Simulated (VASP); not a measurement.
Write the native input for VASP 6.6.1 that does the following.

```
Task                   : single point
Functional             : PBE
Dispersion             : D3(BJ)
Potentials or basis    : VASP PAW PBE potentials, release 64 (Hf_pv, N)
Cutoff                 : 520 eV
k mesh                 : 16 × 16 × 16
Occupations            : gaussian, width 0.1 eV
Spin                   : no spin polarisation
Dipole correction      : no
Further INCAR settings : ALGO = Normal; EDIFF = 1e-06; NBANDS = 14
```

The structure of HfN lies in POSCAR:

```
HfN
1.0
    0.0000000000      2.2584325441      2.2584325441
    2.2584325441      0.0000000000      2.2584325441
    2.2584325441      2.2584325441      0.0000000000
Hf N
1 1
Direct
    0.0000000000      0.0000000000      0.0000000000
    0.5000000000      0.5000000000      0.5000000000
```

These files were run (other wordings do the same):

INCAR

```
PREC     = Accurate       # precision mode
ENCUT    = 520            # plane-wave cutoff, eV
EDIFF    = 1E-6           # SCF threshold, eV
ISMEAR   = 0              # smearing method
SIGMA    = 0.1            # smearing width, eV
LREAL    = F              # projectors in reciprocal space
LASPH    = T              # aspherical terms in the spheres
NELM     = 100            # most SCF steps
ALGO     = Normal         # electronic algorithm
ISIF     = 2              # what is computed and relaxed
LWAVE    = F              # write WAVECAR
LCHARG   = F              # write CHGCAR
GGA      = PE             # functional
IVDW     = 12             # dispersion correction
NBANDS   = 14             # bands
```

KPOINTS

```
regular mesh
0
Gamma
  16 16 16
```

Potentials or basis: VASP PAW PBE potentials, release 64 (Hf_pv, N).

Launch:

```sh
$ cat potpaw_PBE.64/Hf_pv/POTCAR potpaw_PBE.64/N/POTCAR > POTCAR
$ mpirun -np 1 vasp_std > vasp.out
```

Results of the run:

| Property | Result |
| --- | --- |
| Pressure | -2.4 GPa |
| Dispersion energy per atom | -0.386 eV |

Caveat: pairwise dispersion overbinds metals, which lowers pressure and volume.

Wall time 28 s on 1 thread of Intel(R) Xeon(R) Platinum 8375C CPU @ 2.90GHz (Ice Lake) (shared host), peak memory 0.18 GiB.
